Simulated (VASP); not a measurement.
# Al9H in VASP: a series of runs

The runs below take Al9H through single point, with PBE.

Everything below comes from runs of VASP 6.6.1. Logs are shortened: lines on timing, memory, paths and dates and some standing lists are left out, and cuts for length are marked.

### Step 1. The cell of the first run

The cell holds a slab with vacuum, 20 atoms: a = 5.707 Å, b = 9.806 Å, c = 22.790 Å, α = 90.00°, β = 90.00°, γ = 98.37°.

### Step 2. Single point, PBE

Input file INCAR:

```
ALGO     = Normal         # electronic algorithm
DIPOL    = 0.5 0.5 0.294
EDIFF    = 1E-6           # SCF threshold, eV
ENCUT    = 520            # plane-wave cutoff, eV
GGA      = PE             # functional
IDIPOL   = 3            
ISIF     = 2              # what is computed and relaxed
ISMEAR   = 0              # smearing method
LASPH    = True           # aspherical terms in the spheres
LCHARG   = False          # write CHGCAR
LDIPOL   = True         
LREAL    = Auto         
LWAVE    = False          # write WAVECAR
NBANDS   = 44             # bands
NELM     = 60             # most SCF steps
PREC     = Accurate       # precision mode
SIGMA    = 0.1            # smearing width, eV
```

Input file KPOINTS:

```
k-points
0
Gamma
  5 3 1
```

Input file POSCAR:

```
Al9H
1.0
    5.7070863106      0.0000000000      0.0000000000
   -1.4267715776      9.7014842380      0.0000000000
    0.0000000000      0.0000000000     22.7903703519
Al H
18 2
Direct
    0.2662216041      0.0648864163      0.1755127248
    0.7662216041      0.0648864163      0.1755127248
    0.3354806058      0.3419224231      0.2192029854
    0.8354806058      0.3419224231      0.2192029854
    0.1493324061      0.5973296244      0.2279410375
    0.6493324061      0.5973296244      0.2279410375
    0.4631842064      0.8527368258      0.2366790896
    0.9631842065      0.8527368258      0.2366790896
    0.0319772093      0.1277109169      0.2808262502
    0.5319772093      0.1277109169      0.2808262502
    0.0997917601      0.4042231294      0.3301071124
    0.5997917601      0.4042231294      0.3301071124
    0.4144000537      0.6596656514      0.3369822081
    0.9144000537      0.6596656514      0.3369822081
    0.2263076916      0.9110819252      0.3449259130
    0.7263076916      0.9110819252      0.3449259130
    0.2962427243      0.1814072004      0.3857054631
    0.7962427243      0.1814072004      0.3857054631
    0.6062643800      0.3914885899      0.4054506447
    0.6062643800      0.4577756274      0.4054506447
```

Potentials or basis: VASP PAW PBE potentials, release 64 (Al, H).

The run is started by

```bash
$ cat potpaw_PBE.64/Al/POTCAR potpaw_PBE.64/H/POTCAR > POTCAR
$ mpirun -np 1 vasp_std > vasp.out
```

OUTCAR:

```text
EDIFF = 1E-6
   ENCUT = 520
   GGA = PE
   ISIF = 2
   ISMEAR = 0
   LASPH = True
   LREAL = Auto
   NELM = 60
   PREC = Accurate

 ion  position               nearest neighbor table
   1  0.266  0.065  0.176-   2 2.85   2 2.85   9 2.86  10 2.86   7 2.87   8 2.87   3 2.87
   2  0.766  0.065  0.176-   1 2.85   1 2.85  10 2.86   9 2.86   8 2.87   7 2.87   4 2.87
   3  0.335  0.342  0.219-   4 2.85   4 2.85   6 2.87   5 2.87   1 2.87   9 2.89  10 2.89  12 2.96
                            11 2.97
   4  0.835  0.342  0.219-   3 2.85   3 2.85   5 2.87   6 2.87   2 2.87  10 2.89   9 2.89  11 2.96
                            12 2.97
   5  0.149  0.597  0.228-   6 2.85   6 2.85   4 2.87   3 2.87   8 2.87   7 2.87  13 2.93  14 2.93
                            11 2.99
   6  0.649  0.597  0.228-   5 2.85   5 2.85   3 2.87   4 2.87   7 2.87   8 2.87  14 2.93  13 2.93
                            12 2.99
   7  0.463  0.853  0.237-  10 2.85   8 2.85   8 2.85   1 2.87   2 2.87   5 2.87   6 2.87  16 2.90
                            15 2.91  13 2.96
   8  0.963  0.853  0.237-   9 2.85   7 2.85   7 2.85   1 2.87   2 2.87   5 2.87   6 2.87  15 2.90
                            16 2.91  14 2.96
   9  0.032  0.128  0.281-  18 2.83  17 2.83   8 2.85  10 2.85  10 2.85   1 2.86   2 2.86   3 2.89
                             4 2.89  11 2.91  15 2.93  16 2.93
  10  0.532  0.128  0.281-  17 2.83  18 2.83   7 2.85   9 2.85   9 2.85   2 2.86   1 2.86   4 2.89
                             3 2.89  12 2.91  16 2.93  15 2.93
  11  0.100  0.404  0.330-  12 2.85  12 2.85  14 2.86  13 2.87  18 2.88  17 2.89   9 2.91   4 2.96
                             3 2.97   5 2.99
  12  0.600  0.404  0.330-  19 1.72  20 1.79  11 2.85  11 2.85  13 2.86  14 2.87  17 2.88  18 2.89
                            10 2.91   3 2.96   4 2.97   6 2.99
  13  0.414  0.660  0.337-  16 2.83  15 2.83  14 2.85  14 2.85  12 2.86  11 2.87   5 2.93   6 2.93
                             7 2.96
  14  0.914  0.660  0.337-  15 2.83  16 2.83  13 2.85  13 2.85  11 2.86  12 2.87   6 2.93   5 2.93
                             8 2.96
  15  0.226  0.911  0.345-  17 2.78  14 2.83  13 2.83  16 2.85  16 2.85   8 2.90   7 2.91   9 2.93
                            10 2.93
  16  0.726  0.911  0.345-  18 2.78  13 2.83  14 2.83  15 2.85  15 2.85   7 2.90   8 2.91  10 2.93
                             9 2.93
  17  0.296  0.181  0.386-  15 2.78  10 2.83   9 2.83  18 2.85  18 2.85  12 2.88  11 2.89
  18  0.796  0.181  0.386-  16 2.78   9 2.83  10 2.83  17 2.85  17 2.85  11 2.88  12 2.89
  19  0.606  0.391  0.405-  20 0.65  12 1.72
  20  0.606  0.458  0.405-  19 0.65  12 1.79

  LATTYP: Found a simple monoclinic cell.
 ALAT       =     5.7070863106
 B/A-ratio  =     3.9933460108
 C/A-ratio  =     1.7181865166
 COS(beta)  =    -0.1455022476

  Lattice vectors:

 A1 = (   5.7070863106,   0.0000000000,   0.0000000000)
 A2 = (   0.0000000000,   0.0000000000, -22.7903703519)
 A3 = (  -1.4267715776,   9.7014842380,   0.0000000000)

Analysis of symmetry for initial positions (statically):
=====================================================================
 Subroutine PRICEL returns:
 Original cell was already a primitive cell.

 Routine SETGRP: Setting up the symmetry group for a
 simple monoclinic supercell.

 Subroutine GETGRP returns: Found  1 space group operations
 (whereof  1 operations were pure point group operations)
 out of a pool of  4 trial point group operations.

The static configuration has the point symmetry C_1 .

Analysis of symmetry for dynamics (positions and initial velocities):
=====================================================================
 Subroutine PRICEL returns:
 Original cell was already a primitive cell.

 Routine SETGRP: Setting up the symmetry group for a
 simple monoclinic supercell.

 Subroutine GETGRP returns: Found  1 space group operations
 (whereof  1 operations were pure point group operations)
 out of a pool of  4 trial point group operations.

The dynamic configuration has the point symmetry C_1 .

 Subroutine INISYM returns: Found  1 space group operations
 (whereof  1 operations are pure point group operations),
 and found     1 'primitive' translations

----------------------------------------------------------------------------------------

                                     Primitive cell

  volume of cell :    1261.8392

  direct lattice vectors                    reciprocal lattice vectors
     5.707086311  0.000000000  0.000000000     0.175220760  0.025769253  0.000000000
    -1.426771578  9.701484238  0.000000000     0.000000000  0.103077011  0.000000000
     0.000000000  0.000000000 22.790370352     0.000000000  0.000000000  0.043878181
[... 66 lines left out ...]

  Shift w.r.t. Gamma in fractional coordinates (k-lattice)
     0.000000000  0.000000000  0.000000000

 Subroutine IBZKPT returns following result:
 ===========================================

 Found      8 irreducible k-points:

 Following reciprocal coordinates:
            Coordinates               Weight
  0.000000  0.000000  0.000000      1.000000
  0.200000 -0.000000  0.000000      2.000000
  0.400000 -0.000000  0.000000      2.000000
  0.000000  0.333333  0.000000      2.000000
  0.200000  0.333333  0.000000      2.000000
  0.400000  0.333333  0.000000      2.000000
 -0.400000  0.333333  0.000000      2.000000
 -0.200000  0.333333  0.000000      2.000000
   k-points           NKPTS =      8   k-points in BZ     NKDIM =      8   number of bands    NBANDS=     44
   number of dos      NEDOS =    301   number of ions     NIONS =     20
   total plane-waves  NPLWV = 604800
   dimension x,y,z NGX =    42 NGY =   80 NGZ =  180
   dimension x,y,z NGXF=    84 NGYF=  160 NGZF=  360
   ions per type =              18   2
   NGX,Y,Z   is equivalent  to a cutoff of  12.23, 13.56, 13.13 a.u.
   NGXF,Y,Z  is equivalent  to a cutoff of  24.47, 27.13, 26.26 a.u.
 SYSTEM =  unknown system
   PREC   = accura    normal or accurate (medium, high low for compatibility)
   ISTART =      0    job   : 0-new  1-cont  2-samecut
   ICHARG =      2    charge: 1-file 2-atom 10-const
   ISPIN  =      1    spin polarized calculation?
   LNONCOLLINEAR =      F non collinear calculations
   LSORBIT =      F    spin-orbit coupling
   LASPH  =      T    aspherical Exc in radial PAW
   ENCUT  =  520.0 eV  38.22 Ry    6.18 a.u.  10.61 18.23 42.37*2*pi/ulx,y,z
   NELM   =     60;   NELMIN=  2; NELMDL= -5     # of ELM steps
   EDIFF  = 0.1E-05   stopping-criterion for ELM
   LREAL  =      T    real-space projection
   EDIFFG = 0.1E-04   stopping-criterion for IOM
   NSW    =      0    number of steps for IOM
   IBRION =     -1    ionic relax: 0-MD 1-quasi-New 2-CG
   NFREE  =      0    steps in history (QN), initial steepest desc. (CG)
   ISIF   =      2    stress and relaxation
   ISYM   =      2    0-nonsym 1-usesym 2-fastsym
   POTIM  = 0.5000    time-step for ionic-motion
   TEBEG  =    0.0;   TEEND  =   0.0 temperature during run
   PSTRESS=    0.0 pullay stress
   NELECT =      56.0000    total number of electrons
   NUPDOWN=      -1.0000    fix difference up-down
   EMIN   =  10.00;   EMAX   =-10.00  energy-range for DOS
   EFERMI =   0.00;   METHOD = LEGACY
   ISMEAR =     0;   SIGMA  =   0.10  broadening in eV -4-tet -1-fermi 0-gaus
   EFERMI_NEDOS =   21; number of points for ismear=-14 and -15
   IALGO  =     38    algorithm
   IMIX   =      4    mixing-type and parameters
     AMIX     =   0.40;   BMIX     =  1.00
     AMIX_MAG =   1.60;   BMIX_MAG =  1.00
  volume/ion in A,a.u.               =      63.09       425.77
  Fermi-wavevector in a.u.,A,eV,Ry     =   0.579610  1.095305  4.570853  0.335948
  Thomas-Fermi vector in A             =   1.623387
   LORBIT       =      0    0 simple, 1 ext, 2 COOP (PROOUT), +10 PAW based schemes
   GGA     = PE    functional components
   LHFCALC =     F    Hartree Fock is set to
   AEXX    =    0.0000 exact exchange contribution
   IVDW    =     0    specifies the selected vdW correction
   LEPSILON=     F    determine dielectric tensor
   LRPA    =     F    only Hartree local field effects (RPA)
 non-spin polarized calculation
 Gauss-broadening in eV      SIGMA  =   0.10
  energy-cutoff  :      520.00
  volume of cell :     1261.84
 maximum number of plane-waves:     34010
   NGX = 21   NGY = 37   NGZ = 85

 dipolmoment           0.000000      0.000000      0.062943 electrons x Angstroem

 number of electron      56.0000000 magnetization

 dipolmoment           0.000000      0.000000     -0.059736 electrons x Angstroem

 Free energy of the ion-electron system (eV)
  ---------------------------------------------------
  ext. energy  EPLUGINS =         0.00000000
  ---------------------------------------------------
  free energy    TOTEN  =       -66.59427413 eV

  energy without entropy =      -66.54519094  energy(sigma->0) =      -66.56973253

 E-fermi :  -1.1395     XC(G=0):  -3.3391

 val. band max:       -1.1456147346   @ k =   0.0000   0.3333   0.0000
 cond. band min:      -1.0859539377   @ k =  -0.4000   0.3333   0.0000
 fundamental gap:      0.0596607969
 Fermi energy:        -1.1394909908

 k-point     1 :       0.0000    0.0000    0.0000
  band No.  band energies     occupation
      1     -12.2927      2.00000
      2     -11.0070      2.00000
      3      -9.6701      2.00000
      4      -9.4094      2.00000
      5      -8.7418      2.00000
      6      -7.1365      2.00000
[... 333 lines left out ...]
     39       1.0080      0.00000
     40       1.1165      0.00000
 [bands above 40 left out]

------------------------ aborting loop because EDIFF is reached ----------------------------------------

 vacuum level on the upper side and lower side of the slab       (xc-potential included)        -0.154         0.039

  FORCE on cell =-STRESS in cart. coord.  units (eV):
  Direction    XX          YY          ZZ          XY          YZ          ZX
  --------------------------------------------------------------------------------------
  -------------------------------------------------------------------------------------
  Total      -10.9000692     -7.6013100      3.7767256     -0.3146675     -0.2014079      0.0727459
  in kB      -13.8399918     -9.6515046      4.7953687     -0.3995383     -0.2557309      0.0923666
  external PRESSURE =      -6.2320425 kB  Pullay stress =       0.0000000 kB

 VOLUME and BASIS-vectors are now :
 -----------------------------------------------------------------------------
  energy-cutoff  :      520.00
  volume of cell :     1261.84
      direct lattice vectors                 reciprocal lattice vectors
     5.707086311  0.000000000  0.000000000     0.175220760  0.025769253  0.000000000
    -1.426771578  9.701484238  0.000000000     0.000000000  0.103077011  0.000000000
     0.000000000  0.000000000 22.790370352     0.000000000  0.000000000  0.043878181

 POSITION                                       TOTAL-FORCE (eV/Angst)
 -----------------------------------------------------------------------------------
      1.42677      0.62949      4.00000        -0.092409      0.152133      0.028322
      4.28031      0.62949      4.00000         0.078934      0.154698      0.003577
      1.42677      3.31715      4.99572        -0.053018     -0.003274     -0.039640
      4.28031      3.31715      4.99572         0.067359      0.006974     -0.021640
      0.00000      5.79498      5.19486        -0.020028     -0.109663      0.029862
      2.85354      5.79498      5.19486         0.021412     -0.069639      0.062408
[... 12 lines left out ...]
      2.90144      3.79802      9.24037         0.875999     -5.702929      1.462361
      2.80686      4.44110      9.24037        -0.843803      6.241440      0.741363
 -----------------------------------------------------------------------------------
    total drift:                               -0.007852     -0.032548     -0.007234

  FREE ENERGIE OF THE ION-ELECTRON SYSTEM (eV)
  ---------------------------------------------------
  free  energy   TOTEN  =       -66.5942741279 eV

  energy  without entropy=      -66.5451909356  energy(sigma->0) =      -66.56973253

 vacuum level on the upper side and lower side of the slab         2.814         3.010
```

Run time: 35 min. Hardware: 1 thread of Intel Xeon 8259CL, shared host; peak memory 1.2 GiB.

What came out:

```yaml
Free_energy: -66.5943 eV
Largest_force: 6.342 eV/Å
Band_gap_on_the_k_mesh: zero (bands 28 and 29 overlap by 0.53 eV)
```

Forces in eV/Å, atoms in the order of the input:
```
Al  -0.092  0.152  0.028
Al   0.079  0.155  0.004
Al  -0.053 -0.003 -0.040
Al   0.067  0.007 -0.022
Al  -0.020 -0.110  0.030
Al   0.021 -0.070  0.062
Al  -0.005 -0.098 -0.144
Al   0.007 -0.075 -0.137
Al   0.008  0.017  0.018
Al  -0.026  0.046  0.023
Al   0.025 -0.010 -0.020
Al  -0.029 -0.062 -1.552
Al  -0.093  0.000 -0.107
Al   0.069 -0.008 -0.122
Al   0.012  0.061 -0.007
Al  -0.002  0.073  0.000
Al  -0.127 -0.310 -0.104
Al   0.127 -0.304 -0.114
H    0.876 -5.703  1.462
H   -0.844  6.241  0.741
```

(Continued in part 2 of 2.)
